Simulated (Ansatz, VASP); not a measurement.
**Re: VASP beside Ansatz**

```
CELL_PARAMETERS angstrom
0.00000 1.97500 1.97500
1.97500 0.00000 1.97500
1.97500 1.97500 0.00000
ATOMIC_POSITIONS crystal
Re 0.00000 0.00000 0.00000
```

Alike in both runs: task electric field gradients; functional PBE; k mesh 12 × 12 × 12; occupations methfessel-paxton of order 1, width 0.15 eV; non-collinear spin, spin-orbit coupling.

|  | VASP | Ansatz |
| --- | --- | --- |
| version | VASP 6.6.1 | Ansatz 0.2.0 |
| potentials or method | VASP PAW PBE potentials, release 64 (Re) | Ansatz PAW |
| plane-wave cutoff (eV) | 520 | 420 |
| valence electrons in the cell | 7 | 15 |

```tsv
	VASP	Ansatz	Ansatz less VASP
pressure (GPa)	-9.1	-8.6	+0.52
net moment per atom (μB)	0.00	0.00	0.000
```

VASP's potentials hold 7 valence electrons a cell and Ansatz's 15, so a difference there can come from the potentials and not from the codes.
